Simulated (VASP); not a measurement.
# Cd2TeSe5 (Cmm2) in VASP: single point with PBE

Aim: the single point of Cd2TeSe5 with PBE.

All numbers are computed with VASP 6.6.1; they aren't measurements. Logs are shortened: lines on timing, memory, paths and dates and some standing lists are left out, and cuts for length are marked.

## 1. The cell of the first run

Symmetry: Cmm2, No. 35, orthorhombic system. Conventional cell: a = 9.802 Å, b = 10.229 Å, c = 4.586 Å, α = 90.00°, β = 90.00°, γ = 90.00°. Cd (site symmetry 2) has 4 Se at 2.79 Å and 2 Te at 3.59 Å within 3.7 Å. Within 3.7 Å of Te (site symmetry mm2) lie 6 Se at 2.63 to 3.63 Å and 4 Cd at 3.59 Å. Se (site symmetry mm2) has 4 Se at 2.46 to 3.05 Å within 3.3 Å. Se (site symmetry m) has 1 Se at 2.46 Å and 2 Cd at 2.79 Å and 1 Te at 2.99 Å within 3.3 Å. Se (site symmetry m) has 2 Te at 2.63 to 3.63 Å and 2 Cd at 2.79 Å and 1 Se at 3.05 Å within 3.7 Å.

## 2. Single point, PBE

Input file INCAR:

```
PREC = Accurate
ENCUT = 500
EDIFF = 1E-6
ISMEAR = 0
SIGMA = 0.15
LREAL = False
LASPH = True
NELM = 120
ALGO = Normal
ISIF = 2
LWAVE = False
LCHARG = True
GGA = PE
LELF = True
LVHAR = True
NBANDS = 40
GGA_COMPAT = False
```

Input file KPOINTS:

```
Automatic mesh
0
Gamma
  2 2 3
```

Input file POSCAR:

```
Cd2TeSe5
1.0
    5.1146841092     -4.9008859084      0.0000000000
    5.1146841092      4.9008859084      0.0000000000
    0.0000000000      0.0000000000      4.5860916825
Cd Te Se
2 1 5
Direct
    0.5000000000      0.0000000000     -0.0396297699
    0.0000000000      0.5000000000     -0.0396297699
    0.0000000000      0.0000000000      0.8387169173
    0.5000000000      0.5000000000      0.4431690815
    0.7164615913      0.7164615913      0.6786204478
    0.2835384087      0.2835384087      0.6786204478
    0.2126871468      0.7873128532      0.1900663226
    0.7873128532      0.2126871468      0.1900663226
```

Potentials or basis: VASP PAW PBE potentials, release 64 (Cd, Te, Se).

Command:

```sh
> cat potpaw_PBE.64/Cd/POTCAR potpaw_PBE.64/Te/POTCAR potpaw_PBE.64/Se/POTCAR > POTCAR
> mpirun -np 1 vasp_std > vasp.out
```

OUTCAR:

```text
PREC = Accurate
   ENCUT = 500
   EDIFF = 1E-6
   ISMEAR = 0
   LREAL = False
   LASPH = True
   NELM = 120
   ISIF = 2
   GGA = PE

 ion  position               nearest neighbor table
   1  0.500  0.000  0.960-   7 2.79   8 2.79   5 2.79   6 2.79   3 3.59   3 3.59
   2  0.000  0.500  0.960-   7 2.79   8 2.79   5 2.79   6 2.79   3 3.59   3 3.59
   3  0.000  0.000  0.839-   7 2.63   8 2.63   5 2.99   6 2.99   1 3.59   2 3.59   2 3.59   1 3.59

   4  0.500  0.500  0.443-   5 2.46   6 2.46
   5  0.716  0.716  0.679-   4 2.46   2 2.79   1 2.79   3 2.99
   6  0.284  0.284  0.679-   4 2.46   2 2.79   1 2.79   3 2.99
   7  0.213  0.787  0.190-   3 2.63   2 2.79   1 2.79
   8  0.787  0.213  0.190-   3 2.63   2 2.79   1 2.79

  LATTYP: Found a base centered orthorhombic cell.
 ALAT       =     9.8017718168
 B/A-ratio  =     1.0436243987
 C/A-ratio  =     0.4678839467

  Lattice vectors:

 A1 = (  -5.1146841092,  -4.9008859084,   0.0000000000)
 A2 = (   5.1146841092,  -4.9008859084,   0.0000000000)
 A3 = (   0.0000000000,   0.0000000000,   4.5860916825)

Analysis of symmetry for initial positions (statically):
=====================================================================
 Subroutine PRICEL returns:
 Original cell was already a primitive cell.

 Routine SETGRP: Setting up the symmetry group for a
 base centered orthorhombic supercell.

 Subroutine GETGRP returns: Found  4 space group operations
 (whereof  4 operations were pure point group operations)
 out of a pool of  8 trial point group operations.

The static configuration has the point symmetry C_2v.

Analysis of symmetry for dynamics (positions and initial velocities):
=====================================================================
 Subroutine PRICEL returns:
 Original cell was already a primitive cell.

 Routine SETGRP: Setting up the symmetry group for a
 base centered orthorhombic supercell.

 Subroutine GETGRP returns: Found  4 space group operations
 (whereof  4 operations were pure point group operations)
 out of a pool of  8 trial point group operations.

The dynamic configuration has the point symmetry C_2v.

 Subroutine INISYM returns: Found  4 space group operations
 (whereof  4 operations are pure point group operations),
 and found     1 'primitive' translations

----------------------------------------------------------------------------------------

                                     Primitive cell

  volume of cell :     229.9144

  direct lattice vectors                    reciprocal lattice vectors
     5.114684109 -4.900885908  0.000000000     0.097757748 -0.102022371  0.000000000
     5.114684109  4.900885908  0.000000000     0.097757748  0.102022371  0.000000000
     0.000000000  0.000000000  4.586091683     0.000000000  0.000000000  0.218050591

  length of vectors
     7.083690862  7.083690862  4.586091683     0.141298059  0.141298059  0.218050591

  position of ions in fractional coordinates (direct lattice)
     0.500000000  0.000000000  0.960370230
     0.000000000  0.500000000  0.960370230
     0.000000000  0.000000000  0.838716917
     0.500000000  0.500000000  0.443169082
     0.716461591  0.716461591  0.678620448
     0.283538409  0.283538409  0.678620448
     0.212687147  0.787312853  0.190066323
     0.787312853  0.212687147  0.190066323

  ion indices of the primitive-cell ions
   primitive index   ion index
                 1           1
                 2           2
                 3           3
                 4           4
                 5           5
                 6           6
                 7           7
                 8           8

----------------------------------------------------------------------------------------

 KPOINTS: Automatic mesh

Automatic generation of k-mesh.
 Grid dimensions read from file:
 generate k-points for:    2    2    3

 Generating k-lattice:

  Cartesian coordinates                     Fractional coordinates (reciprocal lattice)
     0.048878874 -0.051011185  0.000000000     0.500000000  0.000000000  0.000000000
     0.048878874  0.051011185  0.000000000     0.000000000  0.500000000  0.000000000
     0.000000000  0.000000000  0.072683530     0.000000000  0.000000000  0.333333333

  Length of vectors
     0.070649029  0.070649029  0.072683530

  Shift w.r.t. Gamma in fractional coordinates (k-lattice)
     0.000000000  0.000000000  0.000000000

 Subroutine IBZKPT returns following result:
 ===========================================

 Found      6 irreducible k-points:

 Following reciprocal coordinates:
            Coordinates               Weight
  0.000000  0.000000  0.000000      1.000000
  0.500000  0.000000  0.000000      2.000000
  0.500000  0.500000  0.000000      1.000000
  0.000000  0.000000  0.333333      2.000000
  0.500000  0.000000  0.333333      4.000000
  0.500000  0.500000  0.333333      2.000000
   k-points           NKPTS =      6   k-points in BZ     NKDIM =      6   number of bands    NBANDS=     40
   number of dos      NEDOS =    301   number of ions     NIONS =      8
   total plane-waves  NPLWV = 104976
   dimension x,y,z NGX =    54 NGY =   54 NGZ =   36
   dimension x,y,z NGXF=   108 NGYF=  108 NGZF=   72
   ions per type =               2   1   5
   NGX,Y,Z   is equivalent  to a cutoff of  12.67, 12.67, 13.05 a.u.
   NGXF,Y,Z  is equivalent  to a cutoff of  25.35, 25.35, 26.10 a.u.
 SYSTEM =  unknown system
   PREC   = accura    normal or accurate (medium, high low for compatibility)
   ISTART =      0    job   : 0-new  1-cont  2-samecut
   ICHARG =      2    charge: 1-file 2-atom 10-const
   ISPIN  =      1    spin polarized calculation?
   LNONCOLLINEAR =      F non collinear calculations
   LSORBIT =      F    spin-orbit coupling
   LASPH  =      T    aspherical Exc in radial PAW
   ENCUT  =  500.0 eV  36.75 Ry    6.06 a.u.  12.92 12.92  8.36*2*pi/ulx,y,z
   NELM   =    120;   NELMIN=  2; NELMDL= -5     # of ELM steps
   EDIFF  = 0.1E-05   stopping-criterion for ELM
   LREAL  =      F    real-space projection
   EDIFFG = 0.1E-04   stopping-criterion for IOM
   NSW    =      0    number of steps for IOM
   IBRION =     -1    ionic relax: 0-MD 1-quasi-New 2-CG
   NFREE  =      0    steps in history (QN), initial steepest desc. (CG)
   ISIF   =      2    stress and relaxation
   ISYM   =      2    0-nonsym 1-usesym 2-fastsym
   POTIM  = 0.5000    time-step for ionic-motion
   TEBEG  =    0.0;   TEEND  =   0.0 temperature during run
   PSTRESS=    0.0 pullay stress
   NELECT =      60.0000    total number of electrons
   NUPDOWN=      -1.0000    fix difference up-down
   EMIN   =  10.00;   EMAX   =-10.00  energy-range for DOS
   EFERMI =   0.00;   METHOD = LEGACY
   ISMEAR =     0;   SIGMA  =   0.15  broadening in eV -4-tet -1-fermi 0-gaus
   EFERMI_NEDOS =   21; number of points for ismear=-14 and -15
   IALGO  =     38    algorithm
   IMIX   =      4    mixing-type and parameters
     AMIX     =   0.40;   BMIX     =  1.00
     AMIX_MAG =   1.60;   BMIX_MAG =  1.00
  volume/ion in A,a.u.               =      28.74       193.94
  Fermi-wavevector in a.u.,A,eV,Ry     =   1.046172  1.976979 14.891256  1.094476
  Thomas-Fermi vector in A             =   2.180999
   LORBIT       =      0    0 simple, 1 ext, 2 COOP (PROOUT), +10 PAW based schemes
   GGA     = PE    functional components
   LHFCALC =     F    Hartree Fock is set to
   AEXX    =    0.0000 exact exchange contribution
   IVDW    =     0    specifies the selected vdW correction
   LEPSILON=     F    determine dielectric tensor
   LRPA    =     F    only Hartree local field effects (RPA)
 non-spin polarized calculation
 Gauss-broadening in eV      SIGMA  =   0.15
  energy-cutoff  :      500.00
  volume of cell :      229.91
 maximum number of plane-waves:      5855
 NGX is ok and might be reduce to    54
   NGX = 25   NGY = 25   NGZ = 17

 number of electron      60.0000009 magnetization

 Free energy of the ion-electron system (eV)
  ---------------------------------------------------
  ext. energy  EPLUGINS =         0.00000000
  ---------------------------------------------------
  free energy    TOTEN  =       -23.34173105 eV

  energy without entropy =      -23.31522909  energy(sigma->0) =      -23.32848007

 E-fermi :   2.4223     XC(G=0):  -8.9370

 val. band max:        2.3450676573   @ k =   0.0000   0.0000   0.3333
 cond. band min:       3.2926643594   @ k =   0.5000   0.5000   0.3333
 fundamental gap:      0.9475967022
 Fermi energy:         2.4223165880

 k-point     1 :       0.0000    0.0000    0.0000
  band No.  band energies     occupation
      1     -11.9228      2.00000
      2     -10.8893      2.00000
      3     -10.3696      2.00000
      4     -10.2471      2.00000
      5      -9.0744      2.00000
      6      -7.2543      2.00000
[... 32 lines left out ...]
     39       7.3817      0.00000
     40       7.9963      0.00000

 k-point     2 :       0.5000    0.0000    0.0000
  band No.  band energies     occupation
      1     -11.7208      2.00000
      2     -11.3001      2.00000
      3     -10.2728      2.00000
      4     -10.2354      2.00000
      5      -8.6963      2.00000
      6      -7.7043      2.00000
[... 32 lines left out ...]
     39       7.8505      0.00000
     40       7.9157      0.00000

 k-point     3 :       0.5000    0.5000    0.0000
  band No.  band energies     occupation
      1     -11.6796      2.00000
      2     -11.1904      2.00000
      3     -10.4590      2.00000
      4     -10.3616      2.00000
      5      -8.5773      2.00000
      6      -7.5785      2.00000
[... 32 lines left out ...]
     39       7.6316      0.00000
     40       8.2037      0.00000

 k-point     4 :       0.0000    0.0000    0.3333
  band No.  band energies     occupation
      1     -11.7016      2.00000
      2     -10.9652      2.00000
      3     -10.3266      2.00000
      4     -10.1748      2.00000
      5      -8.8971      2.00000
      6      -7.6803      2.00000
[... 32 lines left out ...]
     39       7.7584      0.00000
     40       7.9452      0.00000

 k-point     5 :       0.5000    0.0000    0.3333
  band No.  band energies     occupation
      1     -11.6178      2.00000
      2     -11.0921      2.00000
      3     -10.2860      2.00000
      4     -10.2112      2.00000
      5      -8.7177      2.00000
      6      -7.9005      2.00000
[... 32 lines left out ...]
     39       7.8793      0.00000
     40       7.9459      0.00000

 k-point     6 :       0.5000    0.5000    0.3333
  band No.  band energies     occupation
      1     -11.6609      2.00000
      2     -10.8614      2.00000
      3     -10.3911      2.00000
      4     -10.2770      2.00000
      5      -9.0356      2.00000
      6      -7.4834      2.00000
[... 32 lines left out ...]
     39       7.8598      0.00000
     40       7.8606      0.00000

------------------------ aborting loop because EDIFF is reached ----------------------------------------

  FORCE on cell =-STRESS in cart. coord.  units (eV):
  Direction    XX          YY          ZZ          XY          YZ          ZX
  --------------------------------------------------------------------------------------
  -------------------------------------------------------------------------------------
  Total        0.1782971      0.5407809      0.0316953      0.0000000      0.0000000      0.0000000
  in kB        1.2424778      3.7684761      0.2208711      0.0000000      0.0000000      0.0000000
  external PRESSURE =       1.7439417 kB  Pullay stress =       0.0000000 kB

 VOLUME and BASIS-vectors are now :
 -----------------------------------------------------------------------------
  energy-cutoff  :      500.00
  volume of cell :      229.91
      direct lattice vectors                 reciprocal lattice vectors
     5.114684109 -4.900885908  0.000000000     0.097757748 -0.102022371  0.000000000
     5.114684109  4.900885908  0.000000000     0.097757748  0.102022371  0.000000000
     0.000000000  0.000000000  4.586091683     0.000000000  0.000000000  0.218050591

 POSITION                                       TOTAL-FORCE (eV/Angst)
 -----------------------------------------------------------------------------------
      2.55734     -2.45044      4.40435         0.000000      0.000000      0.023152
      2.55734      2.45044      4.40435         0.000000      0.000000      0.023152
      0.00000      0.00000      3.84643         0.000000      0.000000      0.056612
      5.11468      0.00000      2.03241         0.000000      0.000000      0.040854
      7.32895      0.00000      3.11222        -0.036546      0.000000     -0.037417
      2.90042      0.00000      3.11222         0.036546      0.000000     -0.037417
      5.11468      2.81618      0.87166         0.000000     -0.009345     -0.034467
      5.11468     -2.81618      0.87166         0.000000      0.009345     -0.034467
 -----------------------------------------------------------------------------------
    total drift:                                0.000000     -0.000000      0.000262

  FREE ENERGIE OF THE ION-ELECTRON SYSTEM (eV)
  ---------------------------------------------------
  free  energy   TOTEN  =       -23.3417310454 eV

  energy  without entropy=      -23.3152290930  energy(sigma->0) =      -23.32848007
```

Run time: 45 s. Hardware: 1 thread of Intel Xeon Platinum 8488C (Sapphire Rapids), shared host; peak memory 0.32 GiB.

What came out:

```yaml
Free_energy: -23.3417 eV
Pressure: 0.2 GPa
Largest_force: 0.057 eV/Å
Band_gap_on_the_k_mesh: zero (filled and empty bands overlap)
```

Forces in eV/Å, atoms in the order of the input:
```
Cd   0.000  0.000  0.023
Cd   0.000  0.000  0.023
Te   0.000  0.000  0.057
Se   0.000  0.000  0.041
Se  -0.037  0.000 -0.037
Se   0.037  0.000 -0.037
Se   0.000 -0.009 -0.034
Se   0.000  0.009 -0.034
```

Stress tensor (GPa, compression positive):
```
0.12 0.00 0.00
0.00 0.38 0.00
0.00 0.00 0.02
```

Caveat: the k points lie up to 0.46 Å⁻¹ apart; semilocal functionals underestimate gaps, so a narrow gap can read as zero; spin-orbit coupling is left out, which moves the levels of the heavy elements.
